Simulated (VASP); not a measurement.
# W (Fm-3m) in VASP: notebook

W is run at these levels: LDA; tasks: single point, relaxation of cell and atoms.

Program: VASP 6.6.1. These are calculated values, not measurements. Logs are shortened: lines on timing, memory, paths and dates and some standing lists are left out, and cuts for length are marked.

## 1. The cell of the first run

It takes space group Fm-3m (No. 225, cubic). Conventional cell: a = 3.973 Å, b = 3.973 Å, c = 3.973 Å, α = 90.00°, β = 90.00°, γ = 90.00°. Within 3.7 Å of W (site symmetry m-3m) lie 12 W at 2.81 Å.

## 2. Single point, LDA

INCAR reads:

```
ALGO = Normal ; EDIFF = 1E-6
ENCUT = 520 ; ISIF = 2
ISMEAR = 0 ; LASPH = True
LCHARG = False ; LREAL = False
LWAVE = False ; NBANDS = 13
NELM = 80 ; PREC = Accurate
SIGMA = 0.1
```

KPOINTS reads:

```
k-points
0
Gamma
  18 18 18
```

POSCAR reads:

```
W
1.0
    0.0000000000      1.9864787843      1.9864787843
    1.9864787843      0.0000000000      1.9864787843
    1.9864787843      1.9864787843      0.0000000000
W
1
Direct
    0.0000000000      0.0000000000      0.0000000000
```

Potentials or basis: VASP PAW LDA potentials, release 64 (W_sv).

Run with:

```sh
$ cat potpaw_LDA.64/W_sv/POTCAR > POTCAR
$ mpirun -np 1 vasp_std > vasp.out
```

OUTCAR:

```text
EDIFF = 1E-6
   ENCUT = 520
   ISIF = 2
   ISMEAR = 0
   LASPH = True
   LREAL = False
   NELM = 80
   PREC = Accurate

 ion  position               nearest neighbor table
   1  0.000  0.000  0.000-

  LATTYP: Found a face centered cubic cell.
 ALAT       =     3.9729575686

  Lattice vectors:

 A1 = (   0.0000000000,   1.9864787843,   1.9864787843)
 A2 = (   1.9864787843,   0.0000000000,   1.9864787843)
 A3 = (   1.9864787843,   1.9864787843,   0.0000000000)

Analysis of symmetry for initial positions (statically):
=====================================================================
 Subroutine PRICEL returns:
 Original cell was already a primitive cell.

 Routine SETGRP: Setting up the symmetry group for a
 face centered cubic supercell.

 Subroutine GETGRP returns: Found 48 space group operations
 (whereof 48 operations were pure point group operations)
 out of a pool of 48 trial point group operations.

The static configuration has the point symmetry O_h .

Analysis of symmetry for dynamics (positions and initial velocities):
=====================================================================
 Subroutine PRICEL returns:
 Original cell was already a primitive cell.

 Routine SETGRP: Setting up the symmetry group for a
 face centered cubic supercell.

 Subroutine GETGRP returns: Found 48 space group operations
 (whereof 48 operations were pure point group operations)
 out of a pool of 48 trial point group operations.

The dynamic configuration has the point symmetry O_h .

 Subroutine INISYM returns: Found 48 space group operations
 (whereof 48 operations are pure point group operations),
 and found     1 'primitive' translations

----------------------------------------------------------------------------------------

                                     Primitive cell

  volume of cell :      15.6777

  direct lattice vectors                    reciprocal lattice vectors
     0.000000000  1.986478784  1.986478784    -0.251701656  0.251701656  0.251701656
     1.986478784  0.000000000  1.986478784     0.251701656 -0.251701656  0.251701656
     1.986478784  1.986478784  0.000000000     0.251701656  0.251701656 -0.251701656

  length of vectors
     2.809305238  2.809305238  2.809305238     0.435960057  0.435960057  0.435960057

  position of ions in fractional coordinates (direct lattice)
     0.000000000  0.000000000  0.000000000

  ion indices of the primitive-cell ions
   primitive index   ion index
                 1           1

----------------------------------------------------------------------------------------

 KPOINTS: k-points

Automatic generation of k-mesh.
 Grid dimensions read from file:
 generate k-points for:   18   18   18

 Generating k-lattice:

  Cartesian coordinates                     Fractional coordinates (reciprocal lattice)
    -0.013983425  0.013983425  0.013983425     0.055555556  0.000000000  0.000000000
     0.013983425 -0.013983425  0.013983425     0.000000000  0.055555556  0.000000000
     0.013983425  0.013983425 -0.013983425     0.000000000  0.000000000  0.055555556

  Length of vectors
     0.024220003  0.024220003  0.024220003

  Shift w.r.t. Gamma in fractional coordinates (k-lattice)
     0.000000000  0.000000000  0.000000000

 Subroutine IBZKPT returns following result:
 ===========================================

 Found    195 irreducible k-points:

 Following reciprocal coordinates:
            Coordinates               Weight
  0.000000  0.000000  0.000000      1.000000
  0.055556  0.000000  0.000000      8.000000
  0.111111  0.000000  0.000000      8.000000
  0.166667  0.000000  0.000000      8.000000
  0.222222  0.000000  0.000000      8.000000
  0.277778  0.000000  0.000000      8.000000
[... 16 lines left out ...]
 -0.277778  0.055556  0.000000     24.000000
 -0.222222  0.055556  0.000000     24.000000
 [... further k-points ...]
   k-points           NKPTS =    195   k-points in BZ     NKDIM =    195   number of bands    NBANDS=     13
   number of dos      NEDOS =    301   number of ions     NIONS =      1
   total plane-waves  NPLWV =  13824
   dimension x,y,z NGX =    24 NGY =   24 NGZ =   24
   dimension x,y,z NGXF=    48 NGYF=   48 NGZF=   48
   ions per type =               1
   NGX,Y,Z   is equivalent  to a cutoff of  14.20, 14.20, 14.20 a.u.
   NGXF,Y,Z  is equivalent  to a cutoff of  28.40, 28.40, 28.40 a.u.
 SYSTEM =  unknown system
   PREC   = accura    normal or accurate (medium, high low for compatibility)
   ISTART =      0    job   : 0-new  1-cont  2-samecut
   ICHARG =      2    charge: 1-file 2-atom 10-const
   ISPIN  =      1    spin polarized calculation?
   LNONCOLLINEAR =      F non collinear calculations
   LSORBIT =      F    spin-orbit coupling
   LASPH  =      T    aspherical Exc in radial PAW
   ENCUT  =  520.0 eV  38.22 Ry    6.18 a.u.   5.22  5.22  5.22*2*pi/ulx,y,z
   NELM   =     80;   NELMIN=  2; NELMDL= -5     # of ELM steps
   EDIFF  = 0.1E-05   stopping-criterion for ELM
   LREAL  =      F    real-space projection
   EDIFFG = 0.1E-04   stopping-criterion for IOM
   NSW    =      0    number of steps for IOM
   IBRION =     -1    ionic relax: 0-MD 1-quasi-New 2-CG
   NFREE  =      0    steps in history (QN), initial steepest desc. (CG)
   ISIF   =      2    stress and relaxation
   ISYM   =      2    0-nonsym 1-usesym 2-fastsym
   POTIM  = 0.5000    time-step for ionic-motion
   TEBEG  =    0.0;   TEEND  =   0.0 temperature during run
   PSTRESS=    0.0 pullay stress
   NELECT =      14.0000    total number of electrons
   NUPDOWN=      -1.0000    fix difference up-down
   EMIN   =  10.00;   EMAX   =-10.00  energy-range for DOS
   EFERMI =   0.00;   METHOD = LEGACY
   ISMEAR =     0;   SIGMA  =   0.10  broadening in eV -4-tet -1-fermi 0-gaus
   EFERMI_NEDOS =   21; number of points for ismear=-14 and -15
   IALGO  =     38    algorithm
   IMIX   =      4    mixing-type and parameters
     AMIX     =   0.40;   BMIX     =  1.00
     AMIX_MAG =   1.60;   BMIX_MAG =  1.00
  volume/ion in A,a.u.               =      15.68       105.80
  Fermi-wavevector in a.u.,A,eV,Ry     =   1.576486  2.979127 33.814690  2.485310
  Thomas-Fermi vector in A             =   2.677312
   LORBIT       =      0    0 simple, 1 ext, 2 COOP (PROOUT), +10 PAW based schemes
   GGA     = CA    functional components
   LHFCALC =     F    Hartree Fock is set to
   AEXX    =    0.0000 exact exchange contribution
   IVDW    =     0    specifies the selected vdW correction
   LEPSILON=     F    determine dielectric tensor
   LRPA    =     F    only Hartree local field effects (RPA)
 non-spin polarized calculation
 Gauss-broadening in eV      SIGMA  =   0.10
  energy-cutoff  :      520.00
  volume of cell :       15.68
 maximum number of plane-waves:       444
 NGX is ok and might be reduce to    24
   NGX = 11   NGY = 11   NGZ = 11

 number of electron      13.9999999 magnetization

 Free energy of the ion-electron system (eV)
  ---------------------------------------------------
  ext. energy  EPLUGINS =         0.00000000
  ---------------------------------------------------
  free energy    TOTEN  =       -13.61478633 eV

  energy without entropy =      -13.60931148  energy(sigma->0) =      -13.61204891

 E-fermi :  10.9775     XC(G=0): -13.8800

 val. band max:       10.9712671992   @ k =  -0.3333   0.1667   0.0556
 cond. band min:      10.9983957405   @ k =   0.2222   0.1111   0.0000
 fundamental gap:      0.0271285413
 Fermi energy:        10.9774853735

 k-point     1 :       0.0000    0.0000    0.0000
  band No.  band energies     occupation
      1     -62.1432      2.00000
      2     -25.9551      2.00000
      3     -25.9551      2.00000
      4     -25.9551      2.00000
      5       1.8653      2.00000
      6      10.3558      2.00000
      7      10.3558      2.00000
      8      10.3558      2.00000
      9      13.6552      0.00000
     10      13.6552      0.00000
     11      23.9268      0.00000
     12      29.3058      0.00000
     13      29.3058      0.00000

 k-point     2 :       0.0556    0.0000    0.0000
  band No.  band energies     occupation
      1     -62.1391      2.00000
      2     -25.9995      2.00000
      3     -25.9607      2.00000
      4     -25.9607      2.00000
      5       2.0099      2.00000
      6      10.2441      2.00000
      7      10.4239      2.00000
      8      10.4239      2.00000
      9      13.5903      0.00000
     10      13.5903      0.00000
     11      24.2179      0.00000
     12      28.6919      0.00000
     13      29.5774      0.00000

 k-point     3 :       0.1111    0.0000    0.0000
  band No.  band energies     occupation
      1     -62.1276      2.00000
      2     -26.1259      2.00000
      3     -25.9767      2.00000
      4     -25.9767      2.00000
      5       2.4266      2.00000
      6       9.9582      2.00000
      7      10.6012      2.00000
      8      10.6012      2.00000
      9      13.4440      0.00000
     10      13.4440      0.00000
     11      24.9959      0.00000
     12      27.5356      0.00000
     13      30.3640      0.00000

 k-point     4 :       0.1667    0.0000    0.0000
  band No.  band energies     occupation
      1     -62.1097      2.00000
      2     -26.3159      2.00000
      3     -26.0010      2.00000
      4     -26.0010      2.00000
      5       3.0600      2.00000
      6       9.6212      2.00000
      7      10.7944      1.99039
      8      10.7944      1.99039
      9      13.3594      0.00000
     10      13.3594      0.00000
     11      25.5472      0.00000
     12      26.9651      0.00000
     13      31.5954      0.00000

 k-point     5 :       0.2222    0.0000    0.0000
  band No.  band energies     occupation
      1     -62.0878      2.00000
      2     -26.5433      2.00000
      3     -26.0308      2.00000
      4     -26.0308      2.00000
      5       3.8034      2.00000
      6       9.3934      2.00000
      7      10.8545      1.91800
      8      10.8545      1.91800
      9      13.5321      0.00000
     10      13.5321      0.00000
     11      24.7448      0.00000
     12      27.9547      0.00000
     13      33.1844      0.00000

 k-point     6 :       0.2778    0.0000    0.0000
  band No.  band energies     occupation
      1     -62.0644      2.00000
      2     -26.7787      2.00000
      3     -26.0622      2.00000
      4     -26.0622      2.00000
      5       4.4864      2.00000
      6       9.4584      2.00000
      7      10.7262      1.99962
      8      10.7262      1.99962
      9      14.0378      0.00000
     10      14.0378      0.00000
     11      23.8276      0.00000
     12      28.4420      0.00000
     13      34.4738      0.00000

 k-point     7 :       0.3333    0.0000    0.0000
  band No.  band energies     occupation
      1     -62.0423      2.00000
      2     -26.9943      2.00000
      3     -26.0915      2.00000
      4     -26.0915      2.00000
      5       4.9345      2.00000
      6       9.9501      2.00000
      7      10.5053      2.00000
      8      10.5053      2.00000
      9      14.7586      0.00000
     10      14.7586      0.00000
     11      23.0709      0.00000
     12      27.2883      0.00000
     13      33.6093      0.00000
[... 193 lines left out ...]
 k-point    20 :      -0.4444    0.0556    0.0000
  band No.  band energies     occupation
      1     -62.0083      2.00000
      2     -27.2849      2.00000
      3     -26.1686      2.00000
      4     -26.1362      2.00000
      5       5.3046      2.00000
      6       9.9475      2.00000
      7      10.2193      2.00000
      8      11.5980      0.00000
      9      16.0408      0.00000
     10      16.6579      0.00000
     11      21.9870      0.00000
     12      24.0766      0.00000
     13      30.0989      0.00000

 k-point    21 :      -0.3889    0.0556    0.0000
  band No.  band energies     occupation
      1     -62.0176      2.00000
      2     -27.1996      2.00000
      3     -26.1628      2.00000
      4     -26.1170      2.00000
      5       5.2816      2.00000
      6      10.0861      2.00000
      7      10.3186      2.00000
      8      10.9135      1.63454
      9      15.3799      0.00000
     10      16.3142      0.00000
     11      22.4669      0.00000
     12      25.0591      0.00000
     13      30.7199      0.00000

 k-point    22 :      -0.3333    0.0556    0.0000
  band No.  band energies     occupation
      1     -62.0335      2.00000
      2     -27.0501      2.00000
      3     -26.1459      2.00000
      4     -26.0901      2.00000
      5       5.1542      2.00000
      6      10.0422      2.00000
      7      10.3282      2.00000
      8      10.5066      2.00000
      9      14.5533      0.00000
     10      15.6585      0.00000
     11      23.0764      0.00000
     12      26.6869      0.00000
     13      31.9292      0.00000

 k-point    23 :      -0.2778    0.0556    0.0000
  band No.  band energies     occupation
      1     -62.0543      2.00000
      2     -26.8519      2.00000
      3     -26.1198      2.00000
      4     -26.0587      2.00000
      5       4.7948      2.00000
      6       9.4445      2.00000
      7      10.5731      2.00000
      8      10.7441      1.99903
      9      13.7460      0.00000
     10      14.9037      0.00000
     11      23.8081      0.00000
     12      28.2509      0.00000
     13      33.0829      0.00000

 k-point    24 :      -0.2222    0.0556    0.0000
  band No.  band energies     occupation
      1     -62.0773      2.00000
      2     -26.6265      2.00000
      3     -26.0874      2.00000
      4     -26.0266      2.00000
      5       4.1679      2.00000
      6       9.2611      2.00000
      7      10.7867      1.99302
      8      10.9371      1.43217
      9      13.1363      0.00000
     10      14.2425      0.00000
     11      24.6826      0.00000
     12      28.3673      0.00000
     13      32.6520      0.00000

 [... further k-points ...]
[... 5 lines left out ...]
  --------------------------------------------------------------------------------------
  -------------------------------------------------------------------------------------
  Total        0.1745650      0.1745650      0.1745650      0.0000000     -0.0000000      0.0000000
  in kB       17.8396304     17.8396304     17.8396304      0.0000000     -0.0000000      0.0000000
  external PRESSURE =      17.8396304 kB  Pullay stress =       0.0000000 kB

 VOLUME and BASIS-vectors are now :
 -----------------------------------------------------------------------------
  energy-cutoff  :      520.00
  volume of cell :       15.68
      direct lattice vectors                 reciprocal lattice vectors
     0.000000000  1.986478784  1.986478784    -0.251701656  0.251701656  0.251701656
     1.986478784  0.000000000  1.986478784     0.251701656 -0.251701656  0.251701656
     1.986478784  1.986478784  0.000000000     0.251701656  0.251701656 -0.251701656

 POSITION                                       TOTAL-FORCE (eV/Angst)
 -----------------------------------------------------------------------------------
      0.00000      0.00000      0.00000         0.000000      0.000000      0.000000
 -----------------------------------------------------------------------------------
    total drift:                               -0.000000      0.000000      0.000000

  FREE ENERGIE OF THE ION-ELECTRON SYSTEM (eV)
  ---------------------------------------------------
  free  energy   TOTEN  =       -13.6147863291 eV

  energy  without entropy=      -13.6093114826  energy(sigma->0) =      -13.61204891
```

Run time: 37 s. Hardware: 1 thread of Intel Xeon Platinum 8375C at 2.90GHz (Ice Lake), shared host; peak memory 0.16 GiB.

What came out:

| Item | Value |
| --- | --- |
| Free energy | -13.6148 eV |
| Pressure | 1.8 GPa |
| Band gap on the k mesh | zero (band 7 reaches 14.47 eV, above the bottom of band 8 at 10.36 eV) |

Caveat: spin-orbit coupling is left out, which moves the levels of the heavy elements.

## 3. Relaxation of cell and atoms, LDA

INCAR reads:

```
SYSTEM = W
PREC     = Accurate       ! precision mode
ENCUT    = 600            ! plane-wave cutoff, eV
EDIFF    = 1E-6           ! SCF threshold, eV
ISMEAR   = 0              ! smearing method
SIGMA    = 0.1            ! smearing width, eV
LREAL    = .False.        ! projectors in reciprocal space
LASPH    = .True.         ! aspherical terms in the spheres
NELM     = 80             ! most SCF steps
ALGO     = Fast           ! electronic algorithm
ISIF     = 3              ! what is computed and relaxed
LWAVE    = .False.        ! write WAVECAR
LCHARG   = .False.        ! write CHGCAR
IBRION   = 2              ! ionic algorithm
NSW      = 100            ! ionic steps
EDIFFG   = -0.005         ! ionic threshold
```

KPOINTS reads:

```
regular mesh
0
Gamma
  18 18 18
  0 0 0
```

POSCAR is that of step 2.

Potentials or basis: VASP PAW LDA potentials, release 64 (W_sv).

Run with:

```sh
$ cat potpaw_LDA.64/W_sv/POTCAR > POTCAR
$ mpirun -np 1 vasp_std > vasp.out
```

It took 68 s on 1 thread of Intel Xeon Platinum 8375C at 2.90GHz (Ice Lake), shared host; peak memory 0.17 GiB.

It converged, with:

```yaml
Free_energy: -13.6153 eV
Relaxed_volume: 15.77 Å³/atom
Relaxed_cell: a = 2.815 Å, b = 2.815 Å, c = 2.815 Å, α = 60.00°, β = 60.00°, γ = 60.00°
Space_group_after_relaxing_to_0.05_Å: Fm-3m (No. 225)
Energy_gained_by_relaxing: 0.5 meV/atom
Ionic_steps: 3
Pressure_after_relaxing: 0.0 GPa
Band_gap_on_the_k_mesh: zero (band 7 reaches 14.35 eV, above the bottom of band 8 at 10.28 eV)
```

Step by step:
```tsv
step	energy change (eV)	largest force (eV/Å)	pressure (GPa)	volume (Å³)
1	0.0000	0.0000	1.80	15.68
2	0.0054	0.0000	-5.93	16.08
3	-0.0005	0.0000	-0.01	15.77
```

Final structure:
```yaml
crystal:
  lattice:
    - [0.00000, 1.99030, 1.99030]
    - [1.99030, 0.00000, 1.99030]
    - [1.99030, 1.99030, 0.00000]
  atoms:
    - { symbol: W, position: [0.00000, 0.00000, 0.00000] }
```

Levels at points of the mesh, in eV from the Fermi level:
```csv
k point,band 4,band 5,band 6,band 7,band 8,band 9,band 10,band 11
"(0.00, 0.00, 0.00)",-36.95,-9.08,-0.62,-0.62,-0.62,2.66,2.66,12.94
"(0.50, 0.00, 0.00)",-37.13,-5.77,-0.87,-0.87,0.94,5.31,5.31,10.93
"(0.50, 0.50, 0.00)",-37.43,-5.75,-4.75,3.45,5.26,6.11,6.11,12.18
```

Caveat: spin-orbit coupling is left out, which moves the levels of the heavy elements.
